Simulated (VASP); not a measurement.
# Ni3Pt (Pm-3m) in VASP: notebook

The runs below take Ni3Pt through single point, with LDA.

All numbers are computed with VASP 6.6.1; they aren't measurements. Logs are shortened: lines on timing, memory, paths and dates and some standing lists are left out, and cuts for length are marked.

### 1 The cell of the first run

The structure is cubic, space group Pm-3m (No. 221). The conventional cell has a = 3.625 Å, b = 3.625 Å, c = 3.625 Å, α = 90.00°, β = 90.00°, γ = 90.00°. Within 3.4 Å of Ni (site symmetry 4/mmm) lie 8 Ni at 2.56 Å and 4 Pt at 2.56 Å. Pt (site symmetry m-3m) has 12 Ni at 2.56 Å within 3.4 Å.

### 2 Single point, LDA, collinear spin, ferromagnetic start

File INCAR:

```
ALGO = Normal
EDIFF = 1E-7
ENCUT = 520
GGA = CA
ISIF = 2
ISMEAR = -1
ISPIN = 2
LASPH = True
LCHARG = True
LELF = True
LMAXMIX = 4
LORBIT = 11
LREAL = False
LVHAR = True
LWAVE = False
MAGMOM = 0.565 0.565 0.565 0.225
NBANDS = 32
NELM = 150
NUPDOWN = 1.92
PREC = Accurate
SIGMA = 0.05
```

File KPOINTS:

```
k-points
0
Gamma
  9 9 9
```

File POSCAR:

```
Ni3Pt
1.0
    3.6245667900      0.0000000000      0.0000000000
    0.0000000000      3.6245667900      0.0000000000
    0.0000000000      0.0000000000      3.6245667900
Ni Pt
3 1
Direct
    0.5000000000      0.0000000000      0.5000000000
    0.0000000000      0.5000000000      0.5000000000
    0.5000000000      0.5000000000      0.0000000000
    0.0000000000      0.0000000000      0.0000000000
```

Potentials or basis: VASP PAW LDA potentials, release 64 (Ni, Pt).

Command:

```
$ cat potpaw_LDA.64/Ni/POTCAR potpaw_LDA.64/Pt/POTCAR > POTCAR
$ mpirun -np 1 vasp_std > vasp.out
```

OUTCAR:

```text
EDIFF = 1E-7
   ENCUT = 520
   GGA = CA
   ISIF = 2
   ISMEAR = -1
   ISPIN = 2
   LASPH = True
   LORBIT = 11
   LREAL = False
   NELM = 150
   NUPDOWN = 1.92
   PREC = Accurate

 ion  position               nearest neighbor table
   1  0.500  0.000  0.500-   2 2.56   3 2.56   4 2.56   3 2.56   4 2.56   2 2.56   3 2.56   3 2.56
                             2 2.56   4 2.56   4 2.56   2 2.56
   2  0.000  0.500  0.500-   1 2.56   3 2.56   4 2.56   3 2.56   4 2.56   1 2.56   4 2.56   4 2.56
                             1 2.56   3 2.56   3 2.56   1 2.56
   3  0.500  0.500  0.000-   1 2.56   2 2.56   4 2.56   1 2.56   2 2.56   1 2.56   4 2.56   1 2.56
                             2 2.56   4 2.56   2 2.56   4 2.56
   4  0.000  0.000  0.000-   1 2.56   2 2.56   3 2.56   1 2.56   2 2.56   2 2.56   3 2.56   2 2.56
                             1 2.56   3 2.56   1 2.56   3 2.56

  LATTYP: Found a simple cubic cell.
 ALAT       =     3.6245667900

  Lattice vectors:

 A1 = (   3.6245667900,   0.0000000000,   0.0000000000)
 A2 = (   0.0000000000,   3.6245667900,   0.0000000000)
 A3 = (   0.0000000000,   0.0000000000,   3.6245667900)

Analysis of symmetry for initial positions (statically):
=====================================================================
 Subroutine PRICEL returns:
 Original cell was already a primitive cell.

 Routine SETGRP: Setting up the symmetry group for a
 simple cubic supercell.

 Subroutine GETGRP returns: Found 48 space group operations
 (whereof 48 operations were pure point group operations)
 out of a pool of 48 trial point group operations.

The static configuration has the point symmetry O_h .

Analysis of symmetry for dynamics (positions and initial velocities):
=====================================================================
 Subroutine PRICEL returns:
 Original cell was already a primitive cell.

 Routine SETGRP: Setting up the symmetry group for a
 simple cubic supercell.

 Subroutine GETGRP returns: Found 48 space group operations
 (whereof 48 operations were pure point group operations)
 out of a pool of 48 trial point group operations.

The dynamic configuration has the point symmetry O_h .

Analysis of structural, dynamic, and magnetic symmetry:
=====================================================================
 Subroutine PRICEL returns:
 Original cell was already a primitive cell.

 Routine SETGRP: Setting up the symmetry group for a
 simple cubic supercell.

 Subroutine GETGRP returns: Found 48 space group operations
 (whereof 48 operations were pure point group operations)
 out of a pool of 48 trial point group operations.

[... 133 lines left out ...]
   LEPSILON=     F    determine dielectric tensor
   LRPA    =     F    only Hartree local field effects (RPA)
 spin polarized calculation
  energy-cutoff  :      520.00
  volume of cell :       47.62
 maximum number of plane-waves:      1309
 NGX is ok and might be reduce to    28
   NGX = 13   NGY = 13   NGZ = 13

 number of electron      40.0000059 magnetization       1.9200003

 Free energy of the ion-electron system (eV)
  ---------------------------------------------------
  ext. energy  EPLUGINS =         0.00000000
  ---------------------------------------------------
  free energy    TOTEN  =       -27.41425926 eV

  energy without entropy =      -27.35021030  energy(sigma->0) =      -27.38223478

 E-fermi :   9.7290     XC(G=0): -13.6395

 val. band max:        9.7273208558   @ k =   0.4444   0.3333   0.3333
 cond. band min:       9.7299774102   @ k =   0.4444   0.1111   0.0000
 fundamental gap:      0.0026565544
 Fermi energy:         9.6741923412

 spin component 1

 k-point     1 :       0.0000    0.0000    0.0000
  band No.  band energies     occupation
      1       0.2887      1.00000
      2       3.7623      1.00000
      3       3.7623      1.00000
      4       4.7166      1.00000
      5       4.7166      1.00000
      6       4.7166      1.00000
[... 829 lines left out ...]
     31      25.4769      0.00000
     32      26.3258      0.00000

 [... further k-points ...]

 spin component 2

 k-point     1 :       0.0000    0.0000    0.0000
  band No.  band energies     occupation
      1       0.3342      1.00000
      2       3.9339      1.00000
      3       3.9339      1.00000
      4       5.0021      1.00000
      5       5.0021      1.00000
      6       5.0021      1.00000
[... 829 lines left out ...]
     31      25.5958      0.00000
     32      26.4421      0.00000

 [... further k-points ...]

------------------------ aborting loop because EDIFF is reached ----------------------------------------

  FORCE on cell =-STRESS in cart. coord.  units (eV):
  Direction    XX          YY          ZZ          XY          YZ          ZX
  --------------------------------------------------------------------------------------
  -------------------------------------------------------------------------------------
  Total       -3.5195042     -3.5195042     -3.5195042      0.0000000     -0.0000000      0.0000000
  in kB     -118.4196435   -118.4196435   -118.4196435      0.0000000     -0.0000000      0.0000000
  external PRESSURE =    -118.4196435 kB  Pullay stress =       0.0000000 kB

 VOLUME and BASIS-vectors are now :
 -----------------------------------------------------------------------------
  energy-cutoff  :      520.00
  volume of cell :       47.62
      direct lattice vectors                 reciprocal lattice vectors
     3.624566790  0.000000000  0.000000000     0.275895040  0.000000000  0.000000000
     0.000000000  3.624566790  0.000000000     0.000000000  0.275895040  0.000000000
     0.000000000  0.000000000  3.624566790     0.000000000  0.000000000  0.275895040

 POSITION                                       TOTAL-FORCE (eV/Angst)
 -----------------------------------------------------------------------------------
      1.81228      0.00000      1.81228         0.000000      0.000000      0.000000
      0.00000      1.81228      1.81228         0.000000      0.000000      0.000000
      1.81228      1.81228      0.00000         0.000000      0.000000      0.000000
      0.00000      0.00000      0.00000         0.000000      0.000000      0.000000
 -----------------------------------------------------------------------------------
    total drift:                                0.000000      0.000000      0.000000

  FREE ENERGIE OF THE ION-ELECTRON SYSTEM (eV)
  ---------------------------------------------------
  free  energy   TOTEN  =       -27.4142592602 eV

  energy  without entropy=      -27.3502102968  energy(sigma->0) =      -27.38223478

 total charge

# of ion       s       p       d       tot
------------------------------------------
    1        0.472   0.489   8.338   9.298
    2        0.472   0.489   8.338   9.298
    3        0.472   0.489   8.338   9.298
    4        0.746   0.664   8.055   9.465
--------------------------------------------------
tot          2.160   2.130  33.069  37.359

 magnetization (x)

# of ion       s       p       d       tot
------------------------------------------
    1       -0.003  -0.010   0.571   0.558
    2       -0.003  -0.010   0.571   0.558
    3       -0.003  -0.010   0.571   0.558
    4       -0.004  -0.019   0.278   0.254
--------------------------------------------------
tot         -0.012  -0.050   1.991   1.929
```

stdout:

```text
POSCAR found type information on POSCAR NiPt
 POSCAR found :  2 types and       4 ions
 scaLAPACK will be used
 LDA part: xc-table for (Slater(with rela. corr.)+CA(PZ))
 , standard interpolation
 POSCAR, INCAR and KPOINTS ok, starting setup
 FFT: planning ... GRIDC
 FFT: planning ... GRID_SOFT
 FFT: planning ... GRID
 WAVECAR not read
 entering main loop
```

Run time: 2 min. Hardware: 1 thread of Intel Xeon Platinum 8259CL at 2.50GHz (Skylake/Cascade Lake), shared host; peak memory 0.2 GiB.

What came out:

```
Free energy                                           : -27.4143 eV
Pressure                                              : -11.8 GPa
Net moment                                            : 1.92 μB per cell
Site moments                                          : Ni +0.56; Pt +0.25 μB
Valence electrons inside the program's atomic spheres : Ni 9.30; Pt 9.46
```

Caveat: the cell stands under tension; spin-orbit coupling is left out, which moves the levels of the heavy elements; the total moment is fixed, so each spin has its own Fermi level and the state may be an excited one.

### 3 Single point, LDA, collinear spin, ferromagnetic start

File INCAR:

```
SYSTEM = Ni3Pt
PREC = Accurate ; ENCUT = 520
EDIFF = 1E-6 ; ISMEAR = -1
SIGMA = 0.05 ; LREAL = .FALSE.
LASPH = .TRUE. ; NELM = 150
ALGO = Normal ; ISIF = 2
LWAVE = .FALSE. ; LCHARG = .FALSE.
ISPIN = 2 ; MAGMOM = 0.565 0.565 0.565 0.225
LORBIT = 11 ; NUPDOWN = 1.92
LMAXMIX = 4 ; GGA = CA
NBANDS = 32
```

File KPOINTS:

```
regular mesh
0
G
  9 9 9
  0 0 0
```

POSCAR is that of step 2.

Potentials or basis: VASP PAW LDA potentials, release 64 (Ni, Pt).

Command:

```
$ cat potpaw_LDA.64/Ni/POTCAR potpaw_LDA.64/Pt/POTCAR > POTCAR
$ mpirun -np 1 vasp_std > vasp.out
```

OUTCAR:

```text
SYSTEM = Ni3Pt
   PREC = Accurate
   ENCUT = 520
   EDIFF = 1E-6
   ISMEAR = -1
   LREAL = .FALSE.
   LASPH = .TRUE.
   NELM = 150
   ISIF = 2
   ISPIN = 2
   LORBIT = 11
   NUPDOWN = 1.92
   GGA = CA

 ion  position               nearest neighbor table
   1  0.500  0.000  0.500-   2 2.56   3 2.56   4 2.56   3 2.56   4 2.56   2 2.56   3 2.56   3 2.56
                             2 2.56   4 2.56   4 2.56   2 2.56
   2  0.000  0.500  0.500-   1 2.56   3 2.56   4 2.56   3 2.56   4 2.56   1 2.56   4 2.56   4 2.56
                             1 2.56   3 2.56   3 2.56   1 2.56
   3  0.500  0.500  0.000-   1 2.56   2 2.56   4 2.56   1 2.56   2 2.56   1 2.56   4 2.56   1 2.56
                             2 2.56   4 2.56   2 2.56   4 2.56
   4  0.000  0.000  0.000-   1 2.56   2 2.56   3 2.56   1 2.56   2 2.56   2 2.56   3 2.56   2 2.56
                             1 2.56   3 2.56   1 2.56   3 2.56

  LATTYP: Found a simple cubic cell.
 ALAT       =     3.6245667900

  Lattice vectors:

 A1 = (   3.6245667900,   0.0000000000,   0.0000000000)
 A2 = (   0.0000000000,   3.6245667900,   0.0000000000)
 A3 = (   0.0000000000,   0.0000000000,   3.6245667900)

Analysis of symmetry for initial positions (statically):
=====================================================================
 Subroutine PRICEL returns:
 Original cell was already a primitive cell.

 Routine SETGRP: Setting up the symmetry group for a
 simple cubic supercell.

 Subroutine GETGRP returns: Found 48 space group operations
 (whereof 48 operations were pure point group operations)
 out of a pool of 48 trial point group operations.

The static configuration has the point symmetry O_h .

Analysis of symmetry for dynamics (positions and initial velocities):
=====================================================================
 Subroutine PRICEL returns:
 Original cell was already a primitive cell.

 Routine SETGRP: Setting up the symmetry group for a
 simple cubic supercell.

 Subroutine GETGRP returns: Found 48 space group operations
 (whereof 48 operations were pure point group operations)
 out of a pool of 48 trial point group operations.

The dynamic configuration has the point symmetry O_h .

Analysis of structural, dynamic, and magnetic symmetry:
=====================================================================
 Subroutine PRICEL returns:
 Original cell was already a primitive cell.

 Routine SETGRP: Setting up the symmetry group for a
 simple cubic supercell.

 Subroutine GETGRP returns: Found 48 space group operations
 (whereof 48 operations were pure point group operations)
 out of a pool of 48 trial point group operations.

The overall configuration has the point symmetry O_h .

 Subroutine INISYM returns: Found 48 space group operations
 (whereof 48 operations are pure point group operations),
 and found     1 'primitive' translations

----------------------------------------------------------------------------------------

                                     Primitive cell

  volume of cell :      47.6177

  direct lattice vectors                    reciprocal lattice vectors
     3.624566790  0.000000000  0.000000000     0.275895040  0.000000000  0.000000000
     0.000000000  3.624566790  0.000000000     0.000000000  0.275895040  0.000000000
     0.000000000  0.000000000  3.624566790     0.000000000  0.000000000  0.275895040

  length of vectors
     3.624566790  3.624566790  3.624566790     0.275895040  0.275895040  0.275895040

[... 87 lines left out ...]
   NSW    =      0    number of steps for IOM
   IBRION =     -1    ionic relax: 0-MD 1-quasi-New 2-CG
   NFREE  =      0    steps in history (QN), initial steepest desc. (CG)
   ISIF   =      2    stress and relaxation
   ISYM   =      2    0-nonsym 1-usesym 2-fastsym
   POTIM  = 0.5000    time-step for ionic-motion
   TEBEG  =    0.0;   TEEND  =   0.0 temperature during run
   PSTRESS=    0.0 pullay stress
   NELECT =      40.0000    total number of electrons
   NUPDOWN=       1.9200    fix difference up-down
   EMIN   =  10.00;   EMAX   =-10.00  energy-range for DOS
   EFERMI =   0.00;   METHOD = LEGACY
   ISMEAR =    -1;   SIGMA  =   0.05  broadening in eV -4-tet -1-fermi 0-gaus
   EFERMI_NEDOS =   21; number of points for ismear=-14 and -15
   IALGO  =     38    algorithm
   IMIX   =      4    mixing-type and parameters
     AMIX     =   0.40;   BMIX     =  1.00
     AMIX_MAG =   1.60;   BMIX_MAG =  1.00
  volume/ion in A,a.u.               =      11.90        80.34
  Fermi-wavevector in a.u.,A,eV,Ry     =   1.544681  2.919023 32.464024  2.386038
  Thomas-Fermi vector in A             =   2.650167
   LORBIT       =     11    0 simple, 1 ext, 2 COOP (PROOUT), +10 PAW based schemes
   GGA     = CA    functional components
   LHFCALC =     F    Hartree Fock is set to
   AEXX    =    0.0000 exact exchange contribution
   IVDW    =     0    specifies the selected vdW correction
   LEPSILON=     F    determine dielectric tensor
   LRPA    =     F    only Hartree local field effects (RPA)
 spin polarized calculation
  energy-cutoff  :      520.00
  volume of cell :       47.62
 maximum number of plane-waves:      1309
 NGX is ok and might be reduce to    28
   NGX = 13   NGY = 13   NGZ = 13

 number of electron      40.0000059 magnetization       1.9200003

 Free energy of the ion-electron system (eV)
  ---------------------------------------------------
  ext. energy  EPLUGINS =         0.00000000
  ---------------------------------------------------
  free energy    TOTEN  =       -27.41425981 eV

  energy without entropy =      -27.35018978  energy(sigma->0) =      -27.38222479

 E-fermi :   9.7295     XC(G=0): -13.6395

 val. band max:        9.7278665367   @ k =   0.4444   0.3333   0.3333
 cond. band min:       9.7302411173   @ k =   0.4444   0.1111   0.0000
 fundamental gap:      0.0023745807
 Fermi energy:         9.6745065003

 spin component 1

 k-point     1 :       0.0000    0.0000    0.0000
  band No.  band energies     occupation
      1       0.2885      1.00000
      2       3.7621      1.00000
      3       3.7621      1.00000
      4       4.7166      1.00000
      5       4.7166      1.00000
      6       4.7166      1.00000
[... 829 lines left out ...]
     31      25.4768      0.00000
     32      26.3257      0.00000

 [... further k-points ...]

 spin component 2

 k-point     1 :       0.0000    0.0000    0.0000
  band No.  band energies     occupation
      1       0.3340      1.00000
      2       3.9338      1.00000
      3       3.9338      1.00000
      4       5.0020      1.00000
      5       5.0020      1.00000
      6       5.0020      1.00000
[... 829 lines left out ...]
     31      25.5958      0.00000
     32      26.4420      0.00000

 [... further k-points ...]

------------------------ aborting loop because EDIFF is reached ----------------------------------------

  FORCE on cell =-STRESS in cart. coord.  units (eV):
  Direction    XX          YY          ZZ          XY          YZ          ZX
  --------------------------------------------------------------------------------------
  -------------------------------------------------------------------------------------
  Total       -3.5872539     -3.5872539     -3.5872539     -0.0000000      0.0000000     -0.0000000
  in kB     -120.6991968   -120.6991968   -120.6991968     -0.0000000      0.0000000     -0.0000000
  external PRESSURE =    -120.6991968 kB  Pullay stress =       0.0000000 kB

 VOLUME and BASIS-vectors are now :
 -----------------------------------------------------------------------------
  energy-cutoff  :      520.00
  volume of cell :       47.62
      direct lattice vectors                 reciprocal lattice vectors
     3.624566790  0.000000000  0.000000000     0.275895040  0.000000000  0.000000000
     0.000000000  3.624566790  0.000000000     0.000000000  0.275895040  0.000000000
     0.000000000  0.000000000  3.624566790     0.000000000  0.000000000  0.275895040

 POSITION                                       TOTAL-FORCE (eV/Angst)
 -----------------------------------------------------------------------------------
      1.81228      0.00000      1.81228         0.000000      0.000000      0.000000
      0.00000      1.81228      1.81228         0.000000      0.000000      0.000000
      1.81228      1.81228      0.00000         0.000000      0.000000      0.000000
      0.00000      0.00000      0.00000         0.000000      0.000000      0.000000
 -----------------------------------------------------------------------------------
    total drift:                                0.000000      0.000000      0.000000

  FREE ENERGIE OF THE ION-ELECTRON SYSTEM (eV)
  ---------------------------------------------------
  free  energy   TOTEN  =       -27.4142598104 eV

  energy  without entropy=      -27.3501897793  energy(sigma->0) =      -27.38222479

 total charge

# of ion       s       p       d       tot
------------------------------------------
    1        0.472   0.489   8.338   9.298
    2        0.472   0.489   8.338   9.298
    3        0.472   0.489   8.338   9.298
    4        0.746   0.665   8.056   9.466
--------------------------------------------------
tot          2.160   2.130  33.069  37.359

 magnetization (x)

# of ion       s       p       d       tot
------------------------------------------
    1       -0.003  -0.010   0.571   0.558
    2       -0.003  -0.010   0.571   0.558
    3       -0.003  -0.010   0.571   0.558
    4       -0.004  -0.019   0.278   0.254
--------------------------------------------------
tot         -0.012  -0.050   1.991   1.929
```

OSZICAR:

```text
N       E                     dE             d eps       ncg     rms          rms(c)
DAV:   1     0.274764065008E+03    0.27476E+03   -0.17743E+04  4632   0.166E+03
DAV:   2    -0.120527188683E+02   -0.28682E+03   -0.26685E+03  4528   0.336E+02
DAV:   3    -0.307127867694E+02   -0.18660E+02   -0.17900E+02  5200   0.103E+02
DAV:   4    -0.310415660283E+02   -0.32878E+00   -0.32843E+00  5040   0.133E+01
DAV:   5    -0.310533911261E+02   -0.11825E-01   -0.11824E-01  5736   0.216E+00    0.219E+01
DAV:   6    -0.311258720996E+02   -0.72481E-01   -0.23432E+01  5056   0.879E+01    0.214E+01
DAV:   7    -0.278393021673E+02    0.32866E+01   -0.25934E+01  5632   0.688E+01    0.822E+00
DAV:   8    -0.274770763814E+02    0.36223E+00   -0.66274E-01  6504   0.100E+01    0.324E+00
DAV:   9    -0.274187096383E+02    0.58367E-01   -0.11915E-01  6976   0.461E+00    0.965E-01
DAV:  10    -0.274153409029E+02    0.33687E-02   -0.18629E-02  4896   0.137E+00    0.330E-01
DAV:  11    -0.274144700074E+02    0.87090E-03   -0.21820E-03  5680   0.434E-01    0.136E-01
DAV:  12    -0.274142627846E+02    0.20722E-03   -0.41840E-04  6104   0.290E-01    0.518E-02
DAV:  13    -0.274142602597E+02    0.25248E-05   -0.47233E-05  5216   0.635E-02    0.309E-02
DAV:  14    -0.274142598104E+02    0.44933E-06   -0.94752E-07  3272   0.840E-03
   1 F= -.27414260E+02 E0= -.27382225E+02  d E =-.640700E-01  mag=     1.9200
```

Run time: 1.9 min. Hardware: 1 thread of Intel Xeon Platinum 8259CL at 2.50GHz (Skylake/Cascade Lake), shared host; peak memory 0.2 GiB.

Results:

```yaml
Free_energy: -27.4143 eV
Pressure: -12.1 GPa
Net_moment: 1.92 μB per cell
Site_moments: Ni +0.56; Pt +0.25 μB
Valence_electrons_inside_the_program's_atomic_spheres: Ni 9.30; Pt 9.47
```

Caveat: the cell stands under tension; spin-orbit coupling is left out, which moves the levels of the heavy elements; the total moment is fixed, so each spin has its own Fermi level and the state may be an excited one.

[end of part 1 of 2]
